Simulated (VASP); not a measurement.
# Ga (Fd-3m) in VASP: a series of runs, part 2 of 2

VASP 6.6.1.

### Step 3. Relaxation of cell and atoms, PBE, target pressure 82 GPa, at which the enthalpy is minimised

This run uses another cell than the first one, of 14.19 Å³/atom.

Contents of INCAR:

```
PREC = Accurate
ENCUT = 600
EDIFF = 1E-6
ISMEAR = -1
SIGMA = 0.05
LREAL = False
LASPH = True
NELM = 60
ALGO = Normal
ISIF = 3
LWAVE = False
LCHARG = False
GGA = PE
IBRION = 2
NSW = 32
EDIFFG = -0.005
PSTRESS = 820.0
```

Contents of KPOINTS:

```
Automatic mesh
0
Gamma
  14 14 14
```

Contents of POSCAR:

```
Ga
1.0
    0.0000000000      2.4208473299      2.4208473299
    2.4208473299      0.0000000000      2.4208473299
    2.4208473299      2.4208473299      0.0000000000
Ga
2
Direct
   -0.1250000000     -0.1250000000     -0.1250000000
    0.1250000000      0.1250000000      0.1250000000
```

Potentials or basis: VASP PAW PBE potentials, release 64 (Ga_d).

The run is started by

```
> cat potpaw_PBE.64/Ga_d/POTCAR > POTCAR
> mpirun -np 1 vasp_std > vasp.out
```

OUTCAR:

```text
PREC = Accurate
   ENCUT = 600
   EDIFF = 1E-6
   ISMEAR = -1
   LREAL = False
   LASPH = True
   NELM = 60
   ISIF = 3
   GGA = PE
   IBRION = 2
   NSW = 32
   EDIFFG = -0.005
   PSTRESS = 820.0

 ion  position               nearest neighbor table
   1  0.875  0.875  0.875-   2 2.10   2 2.10   2 2.10   2 2.10
   2  0.125  0.125  0.125-   1 2.10   1 2.10   1 2.10   1 2.10

  LATTYP: Found a face centered cubic cell.
 ALAT       =     4.8416946598

  Lattice vectors:

 A1 = (   0.0000000000,   2.4208473299,   2.4208473299)
 A2 = (   2.4208473299,   0.0000000000,   2.4208473299)
 A3 = (   2.4208473299,   2.4208473299,   0.0000000000)

Analysis of symmetry for initial positions (statically):
=====================================================================
 Subroutine PRICEL returns:
 Original cell was already a primitive cell.

 Routine SETGRP: Setting up the symmetry group for a
 face centered cubic supercell.

 Subroutine GETGRP returns: Found 48 space group operations
 (whereof 12 operations were pure point group operations)
 out of a pool of 48 trial point group operations.

The static configuration has the point symmetry D_3d.
 The point group associated with its full space group is O_h .

Analysis of symmetry for dynamics (positions and initial velocities):
=====================================================================
 Subroutine PRICEL returns:
 Original cell was already a primitive cell.

 Routine SETGRP: Setting up the symmetry group for a
 face centered cubic supercell.

 Subroutine GETGRP returns: Found 48 space group operations
 (whereof 12 operations were pure point group operations)
 out of a pool of 48 trial point group operations.

The dynamic configuration has the point symmetry D_3d.
 The point group associated with its full space group is O_h .

[... 121 lines left out ...]
  Thomas-Fermi vector in A             =   2.688839
   LORBIT       =      0    0 simple, 1 ext, 2 COOP (PROOUT), +10 PAW based schemes
   GGA     = PE    functional components
   LHFCALC =     F    Hartree Fock is set to
   AEXX    =    0.0000 exact exchange contribution
   IVDW    =     0    specifies the selected vdW correction
   LEPSILON=     F    determine dielectric tensor
   LRPA    =     F    only Hartree local field effects (RPA)
 conjugate gradient relaxation of ions
 non-spin polarized calculation
  energy-cutoff  :      600.00
  volume of cell :       28.37
 maximum number of plane-waves:       961
   NGX = 13   NGY = 13   NGZ = 13

--------------------------------------- Ionic step        1  -------------------------------------------

 number of electron      25.9999983 magnetization

 Free energy of the ion-electron system (eV)
  ---------------------------------------------------
  ext. energy  EPLUGINS =         0.00000000
  ---------------------------------------------------
  free energy    TOTEN  =        -1.87853114 eV

  energy without entropy =       -1.87116541  energy(sigma->0) =       -1.87484827

------------------------ aborting loop because EDIFF is reached ----------------------------------------

  FORCE on cell =-STRESS in cart. coord.  units (eV):
  Direction    XX          YY          ZZ          XY          YZ          ZX
  --------------------------------------------------------------------------------------
  -------------------------------------------------------------------------------------
  Total       14.6381140     14.6381140     14.6381140     -0.0000000      0.0000000     -0.0000000
  in kB      826.5392972    826.5392972    826.5392972     -0.0000000      0.0000000     -0.0000000
  external PRESSURE =       6.5392972 kB  Pullay stress =     820.0000000 kB
[... 177 lines left out ...]
--------------------------------------- Ionic step        6  -------------------------------------------

 number of electron      25.9999984 magnetization

 Free energy of the ion-electron system (eV)
  ---------------------------------------------------
  ext. energy  EPLUGINS =         0.00000000
  ---------------------------------------------------
  free energy    TOTEN  =        -1.90932386 eV

  energy without entropy =       -1.90193656  energy(sigma->0) =       -1.90563021

 E-fermi :   7.6592     XC(G=0): -12.2053

 val. band max:        7.6511062231   @ k =  -0.2143   0.1429   0.0000
 cond. band min:       7.6667595177   @ k =   0.2857   0.2143   0.0714
 fundamental gap:      0.0156532946
 Fermi energy:         7.6591533028

 k-point     1 :       0.0000    0.0000    0.0000
  band No.  band energies     occupation
      1      -8.3550      2.00000
      2      -8.3550      2.00000
      3      -8.3550      2.00000
      4      -8.2747      2.00000
      5      -8.2747      2.00000
      6      -7.2959      2.00000
[... 457 lines left out ...]
      4      -8.1177      2.00000
      5      -7.9805      2.00000
      6      -7.6199      2.00000
[... 9 lines left out ...]
     16      15.9183      0.00000
     17      17.8422      0.00000

 [... further k-points ...]

------------------------ aborting loop because EDIFF is reached ----------------------------------------

  FORCE on cell =-STRESS in cart. coord.  units (eV):
  Direction    XX          YY          ZZ          XY          YZ          ZX
  --------------------------------------------------------------------------------------
  -------------------------------------------------------------------------------------
  Total       14.5501292     14.5501292     14.5501292     -0.0000000      0.0000000     -0.0000000
  in kB      819.8391903    819.8391903    819.8391903     -0.0000000      0.0000000     -0.0000000
  external PRESSURE =      -0.1608097 kB  Pullay stress =     820.0000000 kB
[... 21 lines left out ...]
  energy  without entropy=       -1.9019365575  energy(sigma->0) =       -1.90563021

  enthalpy is  TOTEN    =        12.6436593068 eV   P V=       14.5529831716

 reached required accuracy - stopping structural energy minimisation
```

Run time: 3.3 min. Hardware: 1 thread of Intel Xeon 8259CL, shared host; peak memory 0.2 GiB.

Results:

```
Free energy                                                : -1.9093 eV
Relaxed volume                                             : 14.22 Å³/atom
Relaxed cell                                               : a = 3.426 Å, b = 3.426 Å, c = 3.426 Å, α = 60.00°, β = 60.00°, γ = 60.00°
Space group after relaxing (to 0.1 Å)                      : Fd-3m (No. 227)
Energy change on relaxing (the run minimises the enthalpy) : -15.4 meV/atom
Ionic steps                                                : 6
Pressure after relaxing                                    : 82.0 GPa
Band gap on the k mesh                                     : zero (bands 13 and 14 overlap by 8.00 eV)
```

The path:
| step | energy change (eV) | largest force (eV/Å) | pressure (GPa) | volume (Å³) |
| --- | --- | --- | --- | --- |
| 1 | 0.0000 | 0.0000 | 82.65 | 28.37 |
| 2 | -0.1210 | 0.0000 | 79.95 | 28.61 |
| 3 | -0.0283 | 0.0000 | 82.07 | 28.43 |
| 4 | -0.0314 | 0.0000 | 81.94 | 28.44 |
| 5 | -0.0299 | 0.0000 | 82.12 | 28.43 |
| 6 | -0.0308 | 0.0000 | 81.98 | 28.43 |

Final structure:
```
CELL_PARAMETERS angstrom
0.00000 2.42255 2.42255
2.42255 0.00000 2.42255
2.42255 2.42255 0.00000
ATOMIC_POSITIONS crystal
Ga 0.87500 0.87500 0.87500
Ga 0.12500 0.12500 0.12500
```

Caveat: the cell is relaxed towards a set pressure, so the run minimises the enthalpy, not the energy.

### Step 4. Single point, PBE

This run uses another cell than the first one, of 14.19 Å³/atom.

Contents of INCAR:

```
PREC     = Accurate       # precision mode
ENCUT    = 520            # plane-wave cutoff, eV
EDIFF    = 1E-6           # SCF threshold, eV
ISMEAR   = -1             # smearing method
SIGMA    = 0.05           # smearing width, eV
LREAL    = False          # projectors in reciprocal space
LASPH    = True           # aspherical terms in the spheres
NELM     = 100            # most SCF steps
ALGO     = Normal         # electronic algorithm
ISIF     = 2              # what is computed and relaxed
LWAVE    = False          # write WAVECAR
LCHARG   = False          # write CHGCAR
GGA      = PE             # functional
NBANDS   = 20             # bands
```

KPOINTS is that of step 3.

POSCAR is that of step 3.

The run is started by

```
> cat potpaw_PBE.64/Ga_d/POTCAR > POTCAR
> mpirun -np 1 vasp_std > vasp.out
```

It took 98 s on 1 thread of Intel Xeon 8259CL, shared host; peak memory 0.19 GiB.

The run converged. Its results:

```yaml
Free_energy: -1.8787 eV
Pressure: 82.7 GPa
Band_gap_on_the_k_mesh: zero (bands 13 and 14 overlap by 8.02 eV)
```

Levels at points of the mesh, in eV from the Fermi level:
```tsv
k point	band 11	band 12	band 13	band 14	band 15	band 16
(0.00, 0.00, 0.00)	-13.22	5.04	5.04	5.04	6.78	6.78
(0.50, 0.00, 0.00)	-8.90	-7.06	2.28	2.28	7.17	7.61
(0.50, 0.50, 0.00)	-6.71	-6.71	-1.12	-1.12	3.66	3.66
```

Caveat: the cell stands under pressure.

### Step 5. The runs side by side

| task | cell | cutoff (eV) | gap on the mesh (eV) | pressure (GPa) |
| --- | --- | --- | --- | --- |
| relaxation of cell and atoms | relaxed to 82 GPa from a = 3.291 Å, angles 60.0°, 2 atoms | 600 | none | 82.1 |
| relaxation of cell and atoms | relaxed to 82 GPa from a = 3.424 Å, angles 60.0°, 2 atoms | 600 | none | 82.0 |
| single point | a = 3.424 Å, angles 60.0°, 2 atoms | 520 | none | 82.7 |

Alike in all rows: level PBE; potentials or basis VASP PAW PBE potentials, release 64 (Ga_d); no spin polarisation; k mesh 14 × 14 × 14; smearing fermi-dirac 0.05 eV.

Caveats: the cell is relaxed towards a set pressure, so the run minimises the enthalpy, not the energy (at least some runs); the cell stands under pressure (at least some runs).

Total energies depend on the potentials used, so only differences within one code and one set of settings carry meaning.
